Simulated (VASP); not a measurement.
# Ga (Im-3m) in VASP: further runs

Runs on Ga. Level: LDA. Tasks: single point, relaxation of cell and atoms.

Everything below comes from runs of VASP 6.6.1. Logs are shortened: lines on timing, memory, paths and dates and some standing lists are left out, and cuts for length are marked.

## 1. The cell of the first run

The structure is cubic, space group Im-3m (No. 229). Conventional cell: a = 2.437 Å, b = 2.437 Å, c = 2.437 Å, α = 90.00°, β = 90.00°, γ = 90.00°. Within 2.8 Å of Ga (site symmetry m-3m) lie 14 Ga at 2.11 to 2.44 Å.

## 2. Single point, LDA

The input, INCAR:

```
SYSTEM = Ga
PREC = Accurate ; ENCUT = 520
EDIFF = 1E-6 ; ISMEAR = -1
SIGMA = 0.1 ; LREAL = .FALSE.
LASPH = .TRUE. ; NELM = 100
ALGO = Normal ; ISIF = 2
LWAVE = .FALSE. ; LCHARG = .TRUE.
LELF = .TRUE. ; LVHAR = .TRUE.
NBANDS = 12
```

The input, KPOINTS:

```
regular mesh
0
G
  21 21 21
  0 0 0
```

The input, POSCAR:

```
Ga
1.0
   -1.2185004238      1.2185004238      1.2185004238
    1.2185004238     -1.2185004238      1.2185004238
    1.2185004238      1.2185004238     -1.2185004238
Ga
1
Direct
    0.0000000000      0.0000000000      0.0000000000
```

Potentials or basis: VASP PAW LDA potentials, release 64 (Ga_d).

Started as:

```
$ cat potpaw_LDA.64/Ga_d/POTCAR > POTCAR
$ mpirun -np 1 vasp_std > vasp.out
```

OUTCAR:

```text
SYSTEM = Ga
   PREC = Accurate
   ENCUT = 520
   EDIFF = 1E-6
   ISMEAR = -1
   LREAL = .FALSE.
   LASPH = .TRUE.
   NELM = 100
   ISIF = 2

 ion  position               nearest neighbor table
   1  0.000  0.000  0.000-

  LATTYP: Found a body centered cubic cell.
 ALAT       =     2.4370008476

  Lattice vectors:

 A1 = (  -1.2185004238,   1.2185004238,   1.2185004238)
 A2 = (   1.2185004238,  -1.2185004238,   1.2185004238)
 A3 = (   1.2185004238,   1.2185004238,  -1.2185004238)

Analysis of symmetry for initial positions (statically):
=====================================================================
 Subroutine PRICEL returns:
 Original cell was already a primitive cell.

 Routine SETGRP: Setting up the symmetry group for a
 body centered cubic supercell.

 Subroutine GETGRP returns: Found 48 space group operations
 (whereof 48 operations were pure point group operations)
 out of a pool of 48 trial point group operations.

The static configuration has the point symmetry O_h .

Analysis of symmetry for dynamics (positions and initial velocities):
=====================================================================
 Subroutine PRICEL returns:
 Original cell was already a primitive cell.

 Routine SETGRP: Setting up the symmetry group for a
 body centered cubic supercell.

 Subroutine GETGRP returns: Found 48 space group operations
 (whereof 48 operations were pure point group operations)
 out of a pool of 48 trial point group operations.

The dynamic configuration has the point symmetry O_h .

 Subroutine INISYM returns: Found 48 space group operations
 (whereof 48 operations are pure point group operations),
 and found     1 'primitive' translations

----------------------------------------------------------------------------------------

                                     Primitive cell

  volume of cell :       7.2366

  direct lattice vectors                    reciprocal lattice vectors
    -1.218500424  1.218500424  1.218500424     0.000000000  0.410340440  0.410340440
     1.218500424 -1.218500424  1.218500424     0.410340440  0.000000000  0.410340440
     1.218500424  1.218500424 -1.218500424     0.410340440  0.410340440  0.000000000

  length of vectors
     2.110504643  2.110504643  2.110504643     0.580309015  0.580309015  0.580309015

  position of ions in fractional coordinates (direct lattice)
     0.000000000  0.000000000  0.000000000
[... 81 lines left out ...]
   NFREE  =      0    steps in history (QN), initial steepest desc. (CG)
   ISIF   =      2    stress and relaxation
   ISYM   =      2    0-nonsym 1-usesym 2-fastsym
   POTIM  = 0.5000    time-step for ionic-motion
   TEBEG  =    0.0;   TEEND  =   0.0 temperature during run
   PSTRESS=    0.0 pullay stress
   NELECT =      13.0000    total number of electrons
   NUPDOWN=      -1.0000    fix difference up-down
   EMIN   =  10.00;   EMAX   =-10.00  energy-range for DOS
   EFERMI =   0.00;   METHOD = LEGACY
   ISMEAR =    -1;   SIGMA  =   0.10  broadening in eV -4-tet -1-fermi 0-gaus
   EFERMI_NEDOS =   21; number of points for ismear=-14 and -15
   IALGO  =     38    algorithm
   IMIX   =      4    mixing-type and parameters
     AMIX     =   0.40;   BMIX     =  1.00
     AMIX_MAG =   1.60;   BMIX_MAG =  1.00
  volume/ion in A,a.u.               =       7.24        48.84
  Fermi-wavevector in a.u.,A,eV,Ry     =   1.990109  3.760761 53.886351  3.960535
  Thomas-Fermi vector in A             =   3.008101
   LORBIT       =      0    0 simple, 1 ext, 2 COOP (PROOUT), +10 PAW based schemes
   GGA     = CA    functional components
   LHFCALC =     F    Hartree Fock is set to
   AEXX    =    0.0000 exact exchange contribution
   IVDW    =     0    specifies the selected vdW correction
   LEPSILON=     F    determine dielectric tensor
   LRPA    =     F    only Hartree local field effects (RPA)
 non-spin polarized calculation
  energy-cutoff  :      520.00
  volume of cell :        7.24
 maximum number of plane-waves:       206
   NGX =  7   NGY =  7   NGZ =  7

 number of electron      13.0000015 magnetization

 Free energy of the ion-electron system (eV)
  ---------------------------------------------------
  ext. energy  EPLUGINS =         0.00000000
  ---------------------------------------------------
  free energy    TOTEN  =         2.78933800 eV

  energy without entropy =        2.79758732  energy(sigma->0) =        2.79346266

 E-fermi :  20.8124     XC(G=0): -17.2843

 val. band max:       20.7952785223   @ k =  -0.4286   0.4286   0.2857
 cond. band min:      20.8486357369   @ k =  -0.3810   0.4286   0.1905
 fundamental gap:      0.0533572146
 Fermi energy:        20.8123926728

 k-point     1 :       0.0000    0.0000    0.0000
  band No.  band energies     occupation
      1      -2.2595      2.00000
      2       1.5046      2.00000
      3       1.5046      2.00000
      4       1.5046      2.00000
      5       2.8873      2.00000
      6       2.8873      2.00000
      7      43.8420      0.00000
      8      43.8420      0.00000
      9      43.8420      0.00000
     10      50.8373      0.00000
     11      50.8403      0.00000
     12      50.9859      0.00000
[... 331 lines left out ...]
 k-point    24 :       0.1905    0.0952    0.0000
  band No.  band energies     occupation
      1       0.2120      2.00000
      2       1.1442      2.00000
      3       1.6903      2.00000
      4       2.6263      2.00000
      5       2.8535      2.00000
      6       3.2402      2.00000
      7      29.9810      0.00000
      8      34.4388      0.00000
      9      38.9327      0.00000
     10      43.3426      0.00000
     11      48.3653      0.00000
     12      49.5115      0.00000

 [... further k-points ...]

------------------------ aborting loop because EDIFF is reached ----------------------------------------

  FORCE on cell =-STRESS in cart. coord.  units (eV):
  Direction    XX          YY          ZZ          XY          YZ          ZX
  --------------------------------------------------------------------------------------
  -------------------------------------------------------------------------------------
  Total       20.7944302     20.7944302     20.7944302      0.0000000     -0.0000000     -0.0000000
  in kB     4603.8436100   4603.8436100   4603.8436100      0.0000000     -0.0000000     -0.0000000
  external PRESSURE =    4603.8436100 kB  Pullay stress =       0.0000000 kB

 VOLUME and BASIS-vectors are now :
 -----------------------------------------------------------------------------
  energy-cutoff  :      520.00
  volume of cell :        7.24
      direct lattice vectors                 reciprocal lattice vectors
    -1.218500424  1.218500424  1.218500424     0.000000000  0.410340440  0.410340440
     1.218500424 -1.218500424  1.218500424     0.410340440  0.000000000  0.410340440
     1.218500424  1.218500424 -1.218500424     0.410340440  0.410340440  0.000000000

 POSITION                                       TOTAL-FORCE (eV/Angst)
 -----------------------------------------------------------------------------------
      0.00000      0.00000      0.00000         0.000000      0.000000      0.000000
 -----------------------------------------------------------------------------------
    total drift:                                0.000000      0.000000     -0.000000

  FREE ENERGIE OF THE ION-ELECTRON SYSTEM (eV)
  ---------------------------------------------------
  free  energy   TOTEN  =         2.7893380023 eV

  energy  without entropy=        2.7975873176  energy(sigma->0) =        2.79346266
```

OSZICAR:

```text
N       E                     dE             d eps       ncg     rms          rms(c)
DAV:   1     0.369738365515E+02    0.36974E+02   -0.61287E+03  8672   0.232E+03
DAV:   2     0.325886331427E+01   -0.33715E+02   -0.32332E+02  7156   0.240E+02
DAV:   3     0.244787060402E+01   -0.81099E+00   -0.80904E+00  7860   0.342E+01
DAV:   4     0.244480778713E+01   -0.30628E-02   -0.30626E-02  7548   0.203E+00
DAV:   5     0.244479345297E+01   -0.14334E-04   -0.14336E-04  7976   0.134E-01    0.316E+00
DAV:   6     0.266891450235E+01    0.22412E+00   -0.62125E-02  7772   0.814E+00    0.172E+00
DAV:   7     0.278617750317E+01    0.11726E+00   -0.39163E-02  7488   0.488E+00    0.187E-01
DAV:   8     0.278934445987E+01    0.31670E-02   -0.23742E-03  8716   0.104E+00    0.184E-02
DAV:   9     0.278933715451E+01   -0.73054E-05   -0.55331E-05  9144   0.145E-01    0.998E-03
DAV:  10     0.278933800229E+01    0.84778E-06   -0.14847E-06  5368   0.388E-02
   1 F= 0.27893380E+01 E0= 0.27934627E+01  d E =-.824932E-02
```

stdout:

```text
POSCAR found type information on POSCAR Ga
 POSCAR found :  1 types and       1 ions
 scaLAPACK will be used
 LDA part: xc-table for (Slater(with rela. corr.)+CA(PZ))
 , standard interpolation
 POSCAR, INCAR and KPOINTS ok, starting setup
 FFT: planning ... GRIDC
 FFT: planning ... GRID_SOFT
 FFT: planning ... GRID
 WAVECAR not read
 entering main loop
```

It used 7.7 s of CPU time on 1 thread of Intel(R) Xeon(R) Platinum 8488C (Sapphire Rapids) (shared host).

What came out:

| Property | Result |
| --- | --- |
| Free energy | 2.7893 eV |
| Pressure | 460.4 GPa |

Levels at points of the mesh, in eV from the Fermi level:
```csv
k point,band 2,band 3,band 4,band 5,band 6,band 7,band 8,band 9,band 10,band 11
"(0.00, 0.00, 0.00)",-19.31,-19.31,-19.31,-17.93,-17.93,23.03,23.03,23.03,30.02,30.03
```

## 3. Single point, LDA

The input, INCAR:

```
SYSTEM = Ga
PREC = Accurate
ENCUT = 520
EDIFF = 1E-6
ISMEAR = -1
SIGMA = 0.1
LREAL = .FALSE.
LASPH = .TRUE.
NELM = 80
ALGO = Normal
ISIF = 2
LWAVE = .FALSE.
LCHARG = .FALSE.
GGA = CA
NBANDS = 12
```

The input, KPOINTS:

```
Automatic mesh
0
G
  21 21 21
  0 0 0
```

The input, POSCAR:

```
Ga
1.0
   -1.2186208628      1.2186208628      1.2186208628
    1.2186208628     -1.2186208628      1.2186208628
    1.2186208628      1.2186208628     -1.2186208628
Ga
1
Direct
    0.0000000000      0.0000000000      0.0000000000
```

Potentials or basis: VASP PAW LDA potentials, release 64 (Ga_d).

Started as:

```
$ cat potpaw_LDA.64/Ga_d/POTCAR > POTCAR
$ mpirun -np 1 vasp_std > vasp.out
```

It used 7 s of CPU time on 1 thread of Intel(R) Xeon(R) Platinum 8488C (Sapphire Rapids) (shared host).

The run converged. Its results:

| Quantity | Value |
| --- | --- |
| Free energy | 2.7832 eV |
| Pressure | 459.9 GPa |

Levels at points of the mesh, in eV from the Fermi level:
```
           k point  band 2  band 3  band 4  band 5  band 6  band 7  band 8  band 9  band 10  band 11
(0.00, 0.00, 0.00)  -19.30  -19.30  -19.30  -17.92  -17.92   23.03   23.03   23.03    30.02    30.02
```

## 4. Relaxation of cell and atoms, LDA, target pressure 450 GPa, at which the enthalpy is minimised

The input, INCAR:

```
PREC = Accurate
ENCUT = 600
EDIFF = 1E-6
ISMEAR = -1
SIGMA = 0.1
LREAL = False
LASPH = True
NELM = 80
ALGO = Normal
ISIF = 3
LWAVE = False
LCHARG = False
GGA = CA
IBRION = 2
NSW = 60
EDIFFG = -0.005
PSTRESS = 4500.0
```

The input, KPOINTS:

```
regular mesh
0
Gamma
  21 21 21
```

The input, POSCAR:

```
Ga
1.0
   -1.2185004238      1.2185004238      1.2185004238
    1.2185004238     -1.2185004238      1.2185004238
    1.2185004238      1.2185004238     -1.2185004238
Ga
1
Direct
    0.0000000000      0.0000000000      0.0000000000
```

Started as:

```
$ cat potpaw_LDA.64/Ga_d/POTCAR > POTCAR
$ mpirun -np 1 vasp_std > vasp.out
```

It used 69 s of CPU time on 1 thread of Intel(R) Xeon(R) Platinum 8488C (Sapphire Rapids), on a shared host.

The run converged. Its results:

| Property | Result |
| --- | --- |
| Free energy | 2.6598 eV |
| Relaxed volume | 7.28 Å³/atom |
| Relaxed cell | a = 2.115 Å, b = 2.115 Å, c = 2.115 Å, α = 109.47°, β = 109.47°, γ = 109.47° |
| Space group after relaxing (to 0.05 Å) | Im-3m (No. 229) |
| Energy change on relaxing (the enthalpy is what falls) | -129.2 meV/atom |
| Ionic steps | 9 |
| Pressure after relaxing | 450.0 GPa |

Step by step:
| step | energy change (eV) | largest force (eV/Å) | pressure (GPa) | volume (Å³) |
| --- | --- | --- | --- | --- |
| 1 | 0.0000 | 0.0000 | 460.25 | 7.24 |
| 2 | -1.2670 | 0.0000 | 362.97 | 7.73 |
| 3 | -0.1351 | 0.0000 | 449.44 | 7.28 |
| 4 | -0.1281 | 0.0000 | 450.15 | 7.28 |
| 5 | -0.1306 | 0.0000 | 449.61 | 7.28 |
| 6 | -0.0872 | 0.0000 | 453.43 | 7.27 |
| 7 | -0.1268 | 0.0000 | 450.12 | 7.28 |
| 8 | -0.1277 | 0.0000 | 450.18 | 7.28 |
| 9 | -0.1292 | 0.0000 | 450.04 | 7.28 |

Final structure:
```
Ga
1.0
    -1.22105    1.22105    1.22105
     1.22105   -1.22105    1.22105
     1.22105    1.22105   -1.22105
Ga
1
Direct
  0.00000 0.00000 0.00000
```

Levels at points of the mesh, in eV from the Fermi level:
```csv
k point,band 3,band 4,band 5,band 6,band 7,band 8,band 9,band 10
"(0.00, 0.00, 0.00)",-19.25,-19.25,-17.88,-17.88,23.02,23.02,23.02,29.86
```

Caveat: the cell is relaxed towards a set pressure, so the enthalpy falls and the energy may rise.

## 5. Relaxation of cell and atoms, LDA, target pressure 450 GPa, at which the enthalpy is minimised

The input, INCAR:

```
SYSTEM = Ga
ALGO = Normal
EDIFF = 1E-7
EDIFFG = -0.005
ENCUT = 600
IBRION = 2
ISIF = 3
ISMEAR = -1
LASPH = .TRUE.
LCHARG = .FALSE.
LREAL = .FALSE.
LWAVE = .FALSE.
NELM = 60
NSW = 32
PREC = Accurate
PSTRESS = 4500.0
SIGMA = 0.1
```

The input, KPOINTS:

```
k-points
0
G
  21 21 21
  0 0 0
```

POSCAR is that of step 4.

Started as:

```
$ cat potpaw_LDA.64/Ga_d/POTCAR > POTCAR
$ mpirun -np 1 vasp_std > vasp.out
```

It used 44 s of CPU time on 1 thread of Intel(R) Xeon(R) Platinum 8488C (Sapphire Rapids), with other jobs on the host.

Results (log left out):

* Free energy: 2.6594 eV
* Relaxed volume: 7.28 Å³/atom
* Relaxed cell: a = 2.115 Å, b = 2.115 Å, c = 2.115 Å, α = 109.47°, β = 109.47°, γ = 109.47°
* Space group after relaxing (to 0.05 Å): Im-3m (No. 229)
* Energy change on relaxing (the enthalpy is what falls): -129.6 meV/atom
* Ionic steps: 4
* Pressure after relaxing: 450.0 GPa

The path:
```tsv
step	energy change (eV)	largest force (eV/Å)	pressure (GPa)	volume (Å³)
1	0.0000	0.0000	460.16	7.24
2	-1.2563	0.0000	363.83	7.73
3	-0.1341	0.0000	449.65	7.28
4	-0.1296	0.0000	450.01	7.28
```

Final structure:
```cif
data_structure
_symmetry_space_group_name_H-M 'P 1'
_symmetry_Int_Tables_number 1
_cell_length_a 2.1149
_cell_length_b 2.1149
_cell_length_c 2.1149
_cell_angle_alpha 109.471
_cell_angle_beta 109.471
_cell_angle_gamma 109.471
_cell_volume 7.28
loop_
_atom_site_label
_atom_site_type_symbol
_atom_site_fract_x
_atom_site_fract_y
_atom_site_fract_z
_atom_site_occupancy
Ga1 Ga 0.00000 0.00000 0.00000 1
```

Levels at points of the mesh, in eV from the Fermi level:
```tsv
k point	band 2	band 3	band 4	band 5	band 6	band 7	band 8	band 9	band 10
(0.00, 0.00, 0.00)	-19.25	-19.25	-19.25	-17.88	-17.88	23.02	23.02	23.02	29.86
```

Caveat: the cell is relaxed towards a set pressure, so the enthalpy falls and the energy may rise.
